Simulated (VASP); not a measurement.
Input of a VASP 6.6.1 run:

File INCAR:

```
  ALGO = Normal
  EDIFF = 1E-6
  ENCUT = 530
  GGA_COMPAT = False
  ISIF = 2
  ISMEAR = -1
  LASPH = True
  LCHARG = False
  LREAL = False
  LWAVE = False
  NBANDS = 14
  NELM = 120
  PREC = Accurate
  SIGMA = 0.05
```

KPOINTS

```
k-points
0
Gamma
  12 12 12
```

Contents of POSCAR:

```
Rh
1.0
    0.0000000000      1.9228245745      1.9228245745
    1.9228245745      0.0000000000      1.9228245745
    1.9228245745      1.9228245745      0.0000000000
Rh
1
Direct
    0.0000000000      0.0000000000      0.0000000000
```

Potentials or basis: VASP PAW LDA potentials, release 64 (Rh_sv_GW).

Command:

```console
$ cat potpaw_LDA.64/Rh_sv_GW/POTCAR > POTCAR
$ mpirun -np 1 vasp_std > vasp.out
```

(1) What does it give for the pressure?

Answers

(1) -21.3 GPa.
